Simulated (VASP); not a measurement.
# CdSe (F-43m) in VASP: a series of runs

Runs on CdSe. Level: LDA. Tasks: single point.

Everything below comes from runs of VASP 6.6.1. Logs are shortened: lines on timing, memory, paths and dates and some standing lists are left out, and cuts for length are marked.

## Step 1: The cell of the first run

Symmetry: F-43m, No. 216, cubic system. The conventional cell has a = 6.099 Å, b = 6.099 Å, c = 6.099 Å, α = 90.00°, β = 90.00°, γ = 90.00°. Cd (site symmetry -43m) has 4 Se at 2.64 Å within 3.5 Å. Within 3.5 Å of Se (site symmetry -43m) lie 4 Cd at 2.64 Å.

## Step 2: Single point, LDA (volume scaled by 0.98)

The input, INCAR:

```
PREC = Accurate
ENCUT = 520
EDIFF = 1E-7
ISMEAR = -1
SIGMA = 0.03
LREAL = False
LASPH = True
NELM = 60
ALGO = Normal
ISIF = 2
LWAVE = False
LCHARG = False
GGA = CA
NBANDS = 16
```

The input, KPOINTS:

```
regular mesh
0
Gamma
  8 8 8
```

The input, POSCAR:

```
CdSe
1.0
    0.0000000000      3.0496647307      3.0496647307
    3.0496647307      0.0000000000      3.0496647307
    3.0496647307      3.0496647307      0.0000000000
Cd Se
1 1
Direct
    0.0000000000      0.0000000000      0.0000000000
    0.2500000000      0.2500000000      0.2500000000
```

Potentials or basis: VASP PAW LDA potentials, release 64 (Cd, Se).

The run is started by

```
$ cat potpaw_LDA.64/Cd/POTCAR potpaw_LDA.64/Se/POTCAR > POTCAR
$ mpirun -np 1 vasp_std > vasp.out
```

OUTCAR:

```text
PREC = Accurate
   ENCUT = 520
   EDIFF = 1E-7
   ISMEAR = -1
   LREAL = False
   LASPH = True
   NELM = 60
   ISIF = 2
   GGA = CA

 ion  position               nearest neighbor table
   1  0.000  0.000  0.000-   2 2.64   2 2.64   2 2.64   2 2.64
   2  0.250  0.250  0.250-   1 2.64   1 2.64   1 2.64   1 2.64

  LATTYP: Found a face centered cubic cell.
 ALAT       =     6.0993294614

  Lattice vectors:

 A1 = (   0.0000000000,   3.0496647307,   3.0496647307)
 A2 = (   3.0496647307,   0.0000000000,   3.0496647307)
 A3 = (   3.0496647307,   3.0496647307,   0.0000000000)

Analysis of symmetry for initial positions (statically):
=====================================================================
 Subroutine PRICEL returns:
 Original cell was already a primitive cell.

 Routine SETGRP: Setting up the symmetry group for a
 face centered cubic supercell.

 Subroutine GETGRP returns: Found 24 space group operations
 (whereof 24 operations were pure point group operations)
 out of a pool of 48 trial point group operations.

The static configuration has the point symmetry T_d .

Analysis of symmetry for dynamics (positions and initial velocities):
=====================================================================
 Subroutine PRICEL returns:
 Original cell was already a primitive cell.

 Routine SETGRP: Setting up the symmetry group for a
 face centered cubic supercell.

 Subroutine GETGRP returns: Found 24 space group operations
 (whereof 24 operations were pure point group operations)
 out of a pool of 48 trial point group operations.

The dynamic configuration has the point symmetry T_d .

 Subroutine INISYM returns: Found 24 space group operations
 (whereof 24 operations are pure point group operations),
 and found     1 'primitive' translations

----------------------------------------------------------------------------------------

                                     Primitive cell

  volume of cell :      56.7265

  direct lattice vectors                    reciprocal lattice vectors
     0.000000000  3.049664731  3.049664731    -0.163952449  0.163952449  0.163952449
     3.049664731  0.000000000  3.049664731     0.163952449 -0.163952449  0.163952449
     3.049664731  3.049664731  0.000000000     0.163952449  0.163952449 -0.163952449

  length of vectors
     4.312877223  4.312877223  4.312877223     0.283973971  0.283973971  0.283973971

  position of ions in fractional coordinates (direct lattice)
     0.000000000  0.000000000  0.000000000
     0.250000000  0.250000000  0.250000000

  ion indices of the primitive-cell ions
   primitive index   ion index
                 1           1
                 2           2

----------------------------------------------------------------------------------------

 KPOINTS: regular mesh

Automatic generation of k-mesh.
 Grid dimensions read from file:
 generate k-points for:    8    8    8

 Generating k-lattice:

  Cartesian coordinates                     Fractional coordinates (reciprocal lattice)
    -0.020494056  0.020494056  0.020494056     0.125000000  0.000000000  0.000000000
     0.020494056 -0.020494056  0.020494056     0.000000000  0.125000000  0.000000000
     0.020494056  0.020494056 -0.020494056     0.000000000  0.000000000  0.125000000

  Length of vectors
     0.035496746  0.035496746  0.035496746

  Shift w.r.t. Gamma in fractional coordinates (k-lattice)
     0.000000000  0.000000000  0.000000000

 Subroutine IBZKPT returns following result:
 ===========================================

 Found     29 irreducible k-points:

 Following reciprocal coordinates:
            Coordinates               Weight
  0.000000  0.000000  0.000000      1.000000
  0.125000  0.000000  0.000000      8.000000
  0.250000  0.000000  0.000000      8.000000
  0.375000  0.000000  0.000000      8.000000
  0.500000  0.000000  0.000000      4.000000
  0.125000  0.125000  0.000000      6.000000
[... 16 lines left out ...]
  0.500000  0.250000  0.125000     48.000000
 -0.375000  0.250000  0.125000     24.000000
 [... further k-points ...]
   k-points           NKPTS =     29   k-points in BZ     NKDIM =     29   number of bands    NBANDS=     16
   number of dos      NEDOS =    301   number of ions     NIONS =      2
   total plane-waves  NPLWV =  32768
   dimension x,y,z NGX =    32 NGY =   32 NGZ =   32
   dimension x,y,z NGXF=    64 NGYF=   64 NGZF=   64
   ions per type =               1   1
   NGX,Y,Z   is equivalent  to a cutoff of  12.33, 12.33, 12.33 a.u.
   NGXF,Y,Z  is equivalent  to a cutoff of  24.67, 24.67, 24.67 a.u.
 SYSTEM =  unknown system
   PREC   = accura    normal or accurate (medium, high low for compatibility)
   ISTART =      0    job   : 0-new  1-cont  2-samecut
   ICHARG =      2    charge: 1-file 2-atom 10-const
   ISPIN  =      1    spin polarized calculation?
   LNONCOLLINEAR =      F non collinear calculations
   LSORBIT =      F    spin-orbit coupling
   LASPH  =      T    aspherical Exc in radial PAW
   ENCUT  =  520.0 eV  38.22 Ry    6.18 a.u.   8.02  8.02  8.02*2*pi/ulx,y,z
   NELM   =     60;   NELMIN=  2; NELMDL= -5     # of ELM steps
   EDIFF  = 0.1E-06   stopping-criterion for ELM
   LREAL  =      F    real-space projection
   EDIFFG = 0.1E-05   stopping-criterion for IOM
   NSW    =      0    number of steps for IOM
   IBRION =     -1    ionic relax: 0-MD 1-quasi-New 2-CG
   NFREE  =      0    steps in history (QN), initial steepest desc. (CG)
   ISIF   =      2    stress and relaxation
   ISYM   =      2    0-nonsym 1-usesym 2-fastsym
   POTIM  = 0.5000    time-step for ionic-motion
   TEBEG  =    0.0;   TEEND  =   0.0 temperature during run
   PSTRESS=    0.0 pullay stress
   NELECT =      18.0000    total number of electrons
   NUPDOWN=      -1.0000    fix difference up-down
   EMIN   =  10.00;   EMAX   =-10.00  energy-range for DOS
   EFERMI =   0.00;   METHOD = LEGACY
   ISMEAR =    -1;   SIGMA  =   0.03  broadening in eV -4-tet -1-fermi 0-gaus
   EFERMI_NEDOS =   21; number of points for ismear=-14 and -15
   IALGO  =     38    algorithm
   IMIX   =      4    mixing-type and parameters
     AMIX     =   0.40;   BMIX     =  1.00
     AMIX_MAG =   1.60;   BMIX_MAG =  1.00
  volume/ion in A,a.u.               =      28.36       191.40
  Fermi-wavevector in a.u.,A,eV,Ry     =   1.116615  2.110097 16.964148  1.246830
  Thomas-Fermi vector in A             =   2.253231
   LORBIT       =      0    0 simple, 1 ext, 2 COOP (PROOUT), +10 PAW based schemes
   GGA     = CA    functional components
   LHFCALC =     F    Hartree Fock is set to
   AEXX    =    0.0000 exact exchange contribution
   IVDW    =     0    specifies the selected vdW correction
   LEPSILON=     F    determine dielectric tensor
   LRPA    =     F    only Hartree local field effects (RPA)
 non-spin polarized calculation
  energy-cutoff  :      520.00
  volume of cell :       56.73
 maximum number of plane-waves:      1542
   NGX = 17   NGY = 17   NGZ = 17

 number of electron      18.0000002 magnetization

 Free energy of the ion-electron system (eV)
  ---------------------------------------------------
  ext. energy  EPLUGINS =         0.00000000
  ---------------------------------------------------
  free energy    TOTEN  =        -6.74915048 eV

  energy without entropy =       -6.74914126  energy(sigma->0) =       -6.74914587

 E-fermi :   0.9342     XC(G=0):  -9.2535

 val. band max:        0.7435620521   @ k =   0.0000   0.0000   0.0000
 cond. band min:       1.0892486202   @ k =   0.0000   0.0000   0.0000
 fundamental gap:      0.3456865681
 Fermi energy:         0.9342243845

 k-point     1 :       0.0000    0.0000    0.0000
  band No.  band energies     occupation
      1     -11.8560      2.00000
      2      -7.1790      2.00000
      3      -7.1790      2.00000
      4      -7.1790      2.00000
      5      -6.8085      2.00000
      6      -6.8085      2.00000
[... 8 lines left out ...]
     15      11.8137      0.00000
     16      11.8137      0.00000

 k-point     2 :       0.1250    0.0000    0.0000
  band No.  band energies     occupation
      1     -11.8024      2.00000
      2      -7.1620      2.00000
      3      -7.1620      2.00000
      4      -7.1326      2.00000
      5      -6.8095      2.00000
      6      -6.8095      2.00000
[... 8 lines left out ...]
     15      10.9809      0.00000
     16      10.9809      0.00000

 k-point     3 :       0.2500    0.0000    0.0000
  band No.  band energies     occupation
      1     -11.6714      2.00000
      2      -7.1248      2.00000
      3      -7.1248      2.00000
      4      -6.9736      2.00000
      5      -6.8067      2.00000
      6      -6.8067      2.00000
[... 8 lines left out ...]
     15      10.7254      0.00000
     16      10.7254      0.00000

 k-point     4 :       0.3750    0.0000    0.0000
  band No.  band energies     occupation
      1     -11.5386      2.00000
      2      -7.0955      2.00000
      3      -7.0955      2.00000
      4      -6.7942      2.00000
      5      -6.7942      2.00000
      6      -6.7018      2.00000
[... 8 lines left out ...]
     15      11.5961      0.00000
     16      11.5961      0.00000

 k-point     5 :       0.5000    0.0000    0.0000
  band No.  band energies     occupation
      1     -11.4834      2.00000
      2      -7.0862      2.00000
      3      -7.0862      2.00000
      4      -6.7855      2.00000
      5      -6.7855      2.00000
      6      -6.5230      2.00000
[... 8 lines left out ...]
     15      12.7727      0.00000
     16      12.7727      0.00000

 k-point     6 :       0.1250    0.1250    0.0000
  band No.  band energies     occupation
      1     -11.7846      2.00000
      2      -7.1456      2.00000
      3      -7.1456      2.00000
      4      -7.1388      2.00000
      5      -6.8200      2.00000
      6      -6.8000      2.00000
[... 8 lines left out ...]
     15      11.4480      0.00000
     16      11.9488      0.00000

 k-point     7 :       0.2500    0.1250    0.0000
  band No.  band energies     occupation
      1     -11.6796      2.00000
      2      -7.1210      2.00000
      3      -7.1060      2.00000
      4      -7.0243      2.00000
      5      -6.8221      2.00000
      6      -6.7921      2.00000
[... 8 lines left out ...]
     15      11.6948      0.00000
     16      11.9779      0.00000

 k-point     8 :       0.3750    0.1250    0.0000
  band No.  band energies     occupation
      1     -11.5477      2.00000
      2      -7.0919      2.00000
      3      -7.0723      2.00000
      4      -6.8590      2.00000
      5      -6.7831      2.00000
      6      -6.7354      2.00000
[... 8 lines left out ...]
     15      11.6132      0.00000
     16      12.2188      0.00000

 k-point     9 :       0.5000    0.1250    0.0000
  band No.  band energies     occupation
      1     -11.4669      2.00000
      2      -7.0763      2.00000
      3      -7.0612      2.00000
      4      -6.8133      2.00000
      5      -6.7831      2.00000
      6      -6.5127      2.00000
[... 8 lines left out ...]
     15      12.0345      0.00000
     16      12.8380      0.00000
[... 172 lines left out ...]
 k-point    19 :       0.5000    0.3750    0.0000
  band No.  band energies     occupation
      1     -11.3840      2.00000
      2      -6.9996      2.00000
      3      -6.9427      2.00000
      4      -6.9201      2.00000
      5      -6.7598      2.00000
      6      -6.4701      2.00000
[... 8 lines left out ...]
     15      13.2587      0.00000
     16      13.8115      0.00000

 k-point    20 :      -0.3750    0.3750    0.0000
  band No.  band energies     occupation
      1     -11.3768      2.00000
      2      -7.0211      2.00000
      3      -6.9615      2.00000
      4      -6.8773      2.00000
      5      -6.7798      2.00000
      6      -6.3730      2.00000
[... 8 lines left out ...]
     15      12.1670      0.00000
     16      14.4962      0.00000

 k-point    21 :       0.5000    0.5000    0.0000
  band No.  band energies     occupation
      1     -11.3661      2.00000
      2      -6.9928      2.00000
      3      -6.9207      2.00000
      4      -6.9207      2.00000
      5      -6.7503      2.00000
      6      -6.4617      2.00000
[... 8 lines left out ...]
     15      13.1481      0.00000
     16      13.9529      0.00000

 k-point    22 :       0.3750    0.2500    0.1250
  band No.  band energies     occupation
      1     -11.5744      2.00000
      2      -7.0843      2.00000
      3      -7.0651      2.00000
      4      -6.9211      2.00000
      5      -6.8014      2.00000
      6      -6.7643      2.00000
[... 8 lines left out ...]
     15      12.1603      0.00000
     16      13.2230      0.00000

 k-point    23 :       0.5000    0.2500    0.1250
  band No.  band energies     occupation
      1     -11.4690      2.00000
      2      -7.0563      2.00000
      3      -7.0383      2.00000
      4      -6.8553      2.00000
      5      -6.7872      2.00000
      6      -6.5788      2.00000
[... 8 lines left out ...]
     15      12.4337      0.00000
     16      13.1682      0.00000

 k-point    24 :      -0.3750    0.2500    0.1250
  band No.  band energies     occupation
      1     -11.4255      2.00000
      2      -7.0515      2.00000
      3      -7.0260      2.00000
      4      -6.8293      2.00000
      5      -6.7928      2.00000
      6      -6.4366      2.00000
[... 8 lines left out ...]
     15      12.2366      0.00000
     16      13.2039      0.00000

 [... further k-points ...]
[... 5 lines left out ...]
  --------------------------------------------------------------------------------------
  -------------------------------------------------------------------------------------
  Total       -0.6950965     -0.6950965     -0.6950965      0.0000000      0.0000000      0.0000000
  in kB      -19.6322181    -19.6322181    -19.6322181      0.0000000      0.0000000      0.0000000
  external PRESSURE =     -19.6322181 kB  Pullay stress =       0.0000000 kB

 VOLUME and BASIS-vectors are now :
 -----------------------------------------------------------------------------
  energy-cutoff  :      520.00
  volume of cell :       56.73
      direct lattice vectors                 reciprocal lattice vectors
     0.000000000  3.049664731  3.049664731    -0.163952449  0.163952449  0.163952449
     3.049664731  0.000000000  3.049664731     0.163952449 -0.163952449  0.163952449
     3.049664731  3.049664731  0.000000000     0.163952449  0.163952449 -0.163952449

 POSITION                                       TOTAL-FORCE (eV/Angst)
 -----------------------------------------------------------------------------------
      0.00000      0.00000      0.00000         0.000000      0.000000     -0.000000
      1.52483      1.52483      1.52483        -0.000000     -0.000000      0.000000
 -----------------------------------------------------------------------------------
    total drift:                                0.000000      0.000000     -0.000000

  FREE ENERGIE OF THE ION-ELECTRON SYSTEM (eV)
  ---------------------------------------------------
  free  energy   TOTEN  =        -6.7491504781 eV

  energy  without entropy=       -6.7491412558  energy(sigma->0) =       -6.74914587
```

Wall time 16 s (1 thread of Intel Xeon 6975P-C, shared host); peak memory 0.16 GiB.

What came out:

| Quantity | Value |
| --- | --- |
| Free energy | -6.7492 eV |
| Pressure | -2.0 GPa |
| Band gap on the k mesh | 0.35 eV, direct |

## Step 3: Single point, LDA (volume scaled by 1.02)

The input, INCAR:

```
SYSTEM = CdSe
ALGO     = Normal         ! electronic algorithm
EDIFF    = 1E-7           ! SCF threshold, eV
ENCUT    = 520            ! plane-wave cutoff, eV
GGA      = CA             ! functional
ISIF     = 2              ! what is computed and relaxed
ISMEAR   = -1             ! smearing method
LASPH    = .TRUE.         ! aspherical terms in the spheres
LCHARG   = .TRUE.         ! write CHGCAR
LELF     = .TRUE.         ! ELF
LREAL    = .FALSE.        ! projectors in reciprocal space
LVHAR    = .TRUE.       
LWAVE    = .FALSE.        ! write WAVECAR
NBANDS   = 16             ! bands
NELM     = 100            ! most SCF steps
PREC     = Accurate       ! precision mode
SIGMA    = 0.03           ! smearing width, eV
```

The input, KPOINTS:

```
k-points
0
G
  8 8 8
  0 0 0
```

The input, POSCAR:

```
CdSe
1.0
    0.0000000000      3.0906047130      3.0906047130
    3.0906047130      0.0000000000      3.0906047130
    3.0906047130      3.0906047130      0.0000000000
Cd Se
1 1
Direct
    0.0000000000      0.0000000000      0.0000000000
    0.2500000000      0.2500000000      0.2500000000
```

Potentials or basis: VASP PAW LDA potentials, release 64 (Cd, Se).

The run is started by

```
$ cat potpaw_LDA.64/Cd/POTCAR potpaw_LDA.64/Se/POTCAR > POTCAR
$ mpirun -np 1 vasp_std > vasp.out
```

Run time: 32 s. Hardware: 1 thread of Intel Xeon 6975P-C, shared host; peak memory 0.18 GiB.

The run converged. Its results:

* Free energy: -6.7077 eV
* Pressure: -3.7 GPa
* Band gap on the k mesh: 0.26 eV, direct

Levels at points of the mesh, in eV from the valence-band top:
```csv
k point,band 5,band 6,band 7,band 8,band 9,band 10,band 11,band 12,band 13,band 14
"(0.00, 0.00, 0.00)",-7.47,-7.47,0.00,0.00,0.00,0.26,5.79,5.79,5.79,9.30
"(0.50, 0.00, 0.00)",-7.45,-7.21,-4.20,-0.70,-0.70,2.13,6.30,6.30,7.05,9.64
"(0.50, 0.50, 0.00)",-7.41,-7.15,-3.95,-1.73,-1.73,3.02,3.56,8.65,9.73,9.73
```

## Step 4: Single point, LDA (volume scaled by 1.06)

The input, INCAR:

```
PREC     = Accurate       # precision mode
ENCUT    = 520            # plane-wave cutoff, eV
EDIFF    = 1E-7           # SCF threshold, eV
ISMEAR   = -1             # smearing method
SIGMA    = 0.03           # smearing width, eV
LREAL    = F              # projectors in reciprocal space
LASPH    = T              # aspherical terms in the spheres
NELM     = 100            # most SCF steps
ALGO     = Normal         # electronic algorithm
ISIF     = 2              # what is computed and relaxed
LWAVE    = F              # write WAVECAR
LCHARG   = F              # write CHGCAR
NBANDS   = 16             # bands
```

The input, KPOINTS:

```
Automatic mesh
0
Gamma
  8 8 8
```

The input, POSCAR:

```
CdSe
1.0
    0.0000000000      3.1304878824      3.1304878824
    3.1304878824      0.0000000000      3.1304878824
    3.1304878824      3.1304878824      0.0000000000
Cd Se
1 1
Direct
    0.0000000000      0.0000000000      0.0000000000
    0.2500000000      0.2500000000      0.2500000000
```

The run is started by

```
$ cat potpaw_LDA.64/Cd/POTCAR potpaw_LDA.64/Se/POTCAR > POTCAR
$ mpirun -np 1 vasp_std > vasp.out
```

It used 22 s of CPU time on 1 thread of Intel Xeon 6975P-C (shared host).

Results (log left out):

```
Free energy            : -6.6438 eV
Pressure               : -5.1 GPa
Band gap on the k mesh : 0.19 eV, direct
```

Levels at points of the mesh, in eV from the valence-band top:
```
           k point  band 7  band 8  band 9  band 10  band 11  band 12
(0.00, 0.00, 0.00)    0.00    0.00    0.00     0.19     5.78     5.78
(0.50, 0.00, 0.00)   -4.00   -0.65   -0.65     2.08     6.28     6.28
(0.50, 0.50, 0.00)   -3.79   -1.61   -1.61     3.08     3.50     8.49
```

## Step 5: The runs side by side

```csv
cell,gap on the mesh (eV),pressure (GPa)
"a = 4.313 Å, angles 60.0°, 2 atoms",0.35,-2.0
"a = 4.371 Å, angles 60.0°, 2 atoms",0.26,-3.7
"a = 4.427 Å, angles 60.0°, 2 atoms",0.19,-5.1
```

Alike in all rows: task single point; level LDA; potentials or basis VASP PAW LDA potentials, release 64 (Cd, Se); no spin polarisation; k mesh 8 × 8 × 8; cutoff (eV) 520; smearing fermi-dirac 0.03 eV.

Absolute energies hang on the potentials; compare differences alone.
